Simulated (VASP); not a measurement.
# Nb3C2 (P-6m2) in VASP: notebook, part 2 of 2

VASP 6.6.1. Earlier steps stand in the parts before.

## (4) Single point, PBE

This run uses another cell than the first one: it holds 10 atoms, not 5.

File INCAR:

```
PREC     = Accurate       # precision mode
ENCUT    = 520            # plane-wave cutoff, eV
EDIFF    = 1E-6           # SCF threshold, eV
ISMEAR   = 0              # smearing method
SIGMA    = 0.2            # smearing width, eV
LREAL    = F              # projectors in reciprocal space
LASPH    = T              # aspherical terms in the spheres
NELM     = 80             # most SCF steps
ALGO     = Normal         # electronic algorithm
ISIF     = 2              # what is computed and relaxed
LWAVE    = F              # write WAVECAR
LCHARG   = T              # write CHGCAR
GGA      = PE             # functional
LELF     = T              # ELF
LVHAR    = T            
NBANDS   = 58             # bands
```

File KPOINTS:

```
Automatic mesh
0
Gamma
  8 4 2
```

File POSCAR:

```
Nb3C2
1.0
    2.7748230672      0.0000000000      0.0000000000
    0.0000000000      4.8061345344      0.0000000000
    0.0000000000      0.0000000000      9.9866685032
Nb C
6 4
Direct
    0.5000000000      0.1666666667      0.2266140351
    1.0000000000      0.6666666667      0.2266140351
    0.5000000000      0.1666666667      0.7733859649
    1.0000000000      0.6666666667      0.7733859649
    0.5000000000      0.1666666667      0.5000000000
    1.0000000000      0.6666666667      0.5000000000
    0.5000000000      0.1666666667      1.0000000000
    1.0000000000      0.6666666667      1.0000000000
    1.0000000000      0.0000000000      0.0000000000
    0.5000000000      0.5000000000      1.0000000000
```

Potentials or basis: VASP PAW PBE potentials, release 64 (Nb_sv, C).

Started as:

```console
> cat potpaw_PBE.64/Nb_sv/POTCAR potpaw_PBE.64/C/POTCAR > POTCAR
> mpirun -np 1 vasp_std > vasp.out
```

OUTCAR:

```text
PREC = Accurate
   ENCUT = 520
   EDIFF = 1E-6
   ISMEAR = 0
   LREAL = F
   LASPH = T
   NELM = 80
   ISIF = 2
   GGA = PE

 ion  position               nearest neighbor table
   1  0.500  0.167  0.227-   7 2.26   5 2.73   2 2.77   2 2.77   2 2.77   2 2.77
   2  0.000  0.667  0.227-   8 2.26   6 2.73   1 2.77   1 2.77   1 2.77   1 2.77
   3  0.500  0.167  0.773-   7 2.26   5 2.73   4 2.77   4 2.77   4 2.77   4 2.77
   4  0.000  0.667  0.773-   8 2.26   6 2.73   3 2.77   3 2.77   3 2.77   3 2.77
   5  0.500  0.167  0.500-   1 2.73   3 2.73   6 2.77   6 2.77   6 2.77   6 2.77
   6  0.000  0.667  0.500-   2 2.73   4 2.73   5 2.77   5 2.77   5 2.77   5 2.77
   7  0.500  0.167  0.000-  10 1.60   9 1.60   9 1.60   3 2.26   1 2.26
[... 1701 lines left out ...]
 VOLUME and BASIS-vectors are now :
 -----------------------------------------------------------------------------
  energy-cutoff  :      520.00
  volume of cell :      133.18
      direct lattice vectors                 reciprocal lattice vectors
     2.774823067  0.000000000  0.000000000     0.360383338  0.000000000  0.000000000
     0.000000000  4.806134534  0.000000000     0.000000000  0.208067417  0.000000000
     0.000000000  0.000000000  9.986668503     0.000000000  0.000000000  0.100133493

 POSITION                                       TOTAL-FORCE (eV/Angst)
 -----------------------------------------------------------------------------------
      1.38741      0.80102      2.26312        -0.000000     -0.001395     -0.052963
      0.00000      3.20409      2.26312         0.000000     -0.001395     -0.052963
      1.38741      0.80102      7.72355         0.000000     -0.001395      0.052963
      0.00000      3.20409      7.72355         0.000000     -0.001395      0.052963
      1.38741      0.80102      4.99333        -0.000000      0.000703     -0.000000
      0.00000      3.20409      4.99333        -0.000000      0.000703     -0.000000
      1.38741      0.80102      0.00000        -0.000000     -0.002701     -0.000000
      0.00000      3.20409      0.00000        -0.000000     -0.002701     -0.000000
      0.00000      0.00000      0.00000        -0.000000      0.004788     -0.000000
      1.38741      2.40307      0.00000        -0.000000      0.004788     -0.000000
 -----------------------------------------------------------------------------------
    total drift:                                0.000000     -0.000040     -0.000000

  FREE ENERGIE OF THE ION-ELECTRON SYSTEM (eV)
  ---------------------------------------------------
  free  energy   TOTEN  =       -90.3878515798 eV

  energy  without entropy=      -90.2254624964  energy(sigma->0) =      -90.30665704
```

OSZICAR:

```text
N       E                     dE             d eps       ncg     rms          rms(c)
DAV:   1     0.122122665535E+04    0.12212E+04   -0.51337E+04  3480   0.170E+03
DAV:   2     0.226485833224E+02   -0.11986E+04   -0.11653E+04  4036   0.704E+02
DAV:   3    -0.845594645147E+02   -0.10721E+03   -0.10341E+03  5736   0.152E+02
DAV:   4    -0.926867074903E+02   -0.81272E+01   -0.79101E+01  5896   0.384E+01
DAV:   5    -0.932265258633E+02   -0.53982E+00   -0.52920E+00  6040   0.102E+01    0.192E+01
DAV:   6    -0.914447912000E+02    0.17817E+01   -0.13262E+01  5408   0.181E+01    0.864E+00
DAV:   7    -0.918951302260E+02   -0.45034E+00   -0.14137E+01  5432   0.131E+01    0.765E+00
DAV:   8    -0.903402141317E+02    0.15549E+01   -0.58662E+00  5424   0.827E+00    0.256E+00
DAV:   9    -0.903834590729E+02   -0.43245E-01   -0.44656E-01  5472   0.306E+00    0.112E+00
DAV:  10    -0.903869831195E+02   -0.35240E-02   -0.44222E-02  5168   0.117E+00    0.358E-01
DAV:  11    -0.903878959977E+02   -0.91288E-03   -0.76849E-03  5000   0.547E-01    0.105E-01
DAV:  12    -0.903878334116E+02    0.62586E-04   -0.88036E-04  5832   0.164E-01    0.471E-02
DAV:  13    -0.903878537392E+02   -0.20328E-04   -0.91907E-05  5184   0.656E-02    0.100E-02
DAV:  14    -0.903878511329E+02    0.26064E-05   -0.20943E-05  5376   0.217E-02    0.739E-03
DAV:  15    -0.903878515798E+02   -0.44695E-06   -0.14615E-06  2904   0.886E-03
   1 F= -.90387852E+02 E0= -.90306657E+02  d E =-.162389E+00
```

stdout:

```text
POSCAR found type information on POSCAR NbC
 POSCAR found :  2 types and      10 ions
 scaLAPACK will be used
 LDA part: xc-table for (Slater+PW92), standard interpolation
 POSCAR, INCAR and KPOINTS ok, starting setup
 FFT: planning ... GRIDC
 FFT: planning ... GRID_SOFT
 FFT: planning ... GRID
 WAVECAR not read
 entering main loop
```

Wall time 5.7 min (1 thread of Intel Xeon Platinum 8375C at 2.90GHz (Ice Lake), shared host); peak memory 0.34 GiB.

What came out:

```
Free energy            : -90.3879 eV
Pressure               : 0.3 GPa
Largest force          : 0.053 eV/Å
Band gap on the k mesh : zero (band 47 reaches 12.70 eV, above the bottom of band 48 at 10.77 eV)
```

Forces in eV/Å, atoms in the order of the input:
```
Nb   0.000 -0.001 -0.053
Nb   0.000 -0.001 -0.053
Nb   0.000 -0.001  0.053
Nb   0.000 -0.001  0.053
Nb   0.000  0.001  0.000
Nb   0.000  0.001  0.000
C    0.000 -0.003  0.000
C    0.000 -0.003  0.000
C    0.000  0.005  0.000
C    0.000  0.005  0.000
```

Stress tensor (GPa, compression positive):
```
 0.58  0.00  0.00
 0.00 -0.28  0.00
 0.00  0.00  0.62
```

## (5) Overview

| spin | cell | k mesh | smearing | gap on the mesh (eV) | pressure (GPa) | largest force (eV/Å) |
| --- | --- | --- | --- | --- | --- | --- |
| collinear, ferromagnetic start | a = 2.769, b = 2.769, c = 9.957 Å, angles 90.0, 90.0, 120.0°, 5 atoms | 6 × 6 × 2 | gaussian 0.1 eV | none | 0.0 | 0.04 |
| off | a = 2.775, b = 2.775, c = 9.987 Å, angles 90.0, 90.0, 120.0°, 5 atoms | 18 × 18 × 4 | gaussian 0.1 eV | none | -0.2 | - |
| off | a = 2.775, b = 4.806, c = 9.987 Å, 10 atoms | 8 × 4 × 2 | gaussian 0.2 eV | none | 0.3 | 0.05 |

Alike in all rows: task single point; level PBE; potentials or basis VASP PAW PBE potentials, release 64 (Nb_sv, C); cutoff (eV) 520.

Caveats: some runs use coarse meshes.

Absolute energies hang on the potentials; compare differences alone.
